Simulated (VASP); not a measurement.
Here is a VASP 6.6.1 calculation.

Contents of POSCAR:

```
CSO
1.0
   10.3090190000      0.0000000000      0.0000000000
    0.0000000000     10.3090190000      0.0000000000
    0.0000000000      0.0000000000     10.3090190000
O C S
12 12 12
Direct
    0.4198653626      0.1217865638      0.7375095535
    0.9617403945      0.0059753503      1.0650770941
    0.9366943644      0.4677263666      0.4195840555
    0.0696962533      0.3042093530      0.1650302517
    0.6922676154      0.9000468425      0.4917053698
    0.4768251955      0.6968461306      0.1119990176
    0.3065762125      0.3632062372      0.5600047880
    0.6919087063      0.4454740068      0.6870876851
    0.2626341071      0.5082927871      0.2667858115
    0.7126478281      0.1938884777     -0.0217382469
    0.2903768050      0.7910549006      0.4445621839
    0.0462410633      0.7806271382      0.8291089579
    0.3988934350      0.1364339323      0.8494988708
    0.9838181499      0.0575806486      0.9684626636
    0.9288953682      0.3629637311      0.4533797057
    0.1285573341      0.2310792133      0.2231444136
    0.6925586227      0.8652132662      0.5990094693
    0.5501590404      0.7799675216      0.1216216596
    0.2408764597      0.4147921349      0.6354532861
    0.6152573780      0.4691620027      0.7626525861
    0.2006107468      0.5808991137      0.2104079932
    0.6897067510      0.2352115172      0.0784264730
    0.1801432319      0.7945275879      0.4581716262
    0.1586765918      0.7911907040      0.8187199965
    0.3499072026      0.1428457936      0.9921894605
    1.0039461563      0.1239788189      0.8345992960
    0.9174005790      0.2208551561      0.5041798837
    0.2110191086      0.1281693244      0.2946158116
    0.7035780999      0.7992710073      0.7348516867
    0.6597814981      0.8900555911      0.1398775189
    0.1494128588      0.4814134109      0.7302537710
    0.5065176425      0.5047230973      0.8670369120
    0.1389268950      0.6952843913      0.1321270239
    0.6374224356      0.2977586907      0.2065763968
    0.0343194634      0.7998045207      0.4933544113
    0.3089042711      0.7947894945      0.8003380341
```

The input INCAR.step1:

```
SYSTEM = CSO
ALGO = Normal
EDIFF = 1E-4
ENCUT = 520
GGA = PE
ISMEAR = -1
LASPH = .TRUE.
LCHARG = .FALSE.
LREAL = Auto
LWAVE = .TRUE.
NBANDS = 120
NELM = 80
PREC = Accurate
SIGMA = 0.02
```

INCAR.step2

```
SYSTEM = CSO
ALGO = Normal
EDIFF = 1E-7
ENCUT = 520
ISIF = 2
ISMEAR = -1
ISTART = 1
IVDW = 12
LASPH = .TRUE.
LCHARG = .FALSE.
LMIXTAU = .TRUE.
LREAL = Auto
LWAVE = .FALSE.
METAGGA = R2SCAN
NBANDS = 120
NELM = 80
PREC = Accurate
SIGMA = 0.02
VDW_A1 = 0.49484001
VDW_A2 = 5.73083694
VDW_S6 = 1.0
VDW_S8 = 0.78981345
```

File KPOINTS:

```
k-points
0
G
  1 1 1
  0 0 0
```

Potentials or basis: VASP PAW PBE potentials, release 64 (O, C, S).

Launch:

```sh
$ cat potpaw_PBE.64/O/POTCAR potpaw_PBE.64/C/POTCAR potpaw_PBE.64/S/POTCAR > POTCAR
$ cp INCAR.step1 INCAR
$ mpirun -np 1 vasp_gam > vasp.out
$ cp INCAR.step2 INCAR
$ mpirun -np 1 vasp_gam > vasp.out
```

(1) Estimate the pressure.

(2) What does it give for the band gap on the k mesh?

(3) What does it give for the largest force?

(4) Estimate the dispersion energy per atom.

## Answers

(1) 0.6 GPa.

(2) 5.13 eV.

(3) 4.743 eV/Å.

(4) -0.037 eV.

Caveat: the k points lie up to 0.61 Å⁻¹ apart; the atoms stand as in a frame of molecular dynamics; the PAW data sets were made with another functional, which shifts forces and pressure a little.
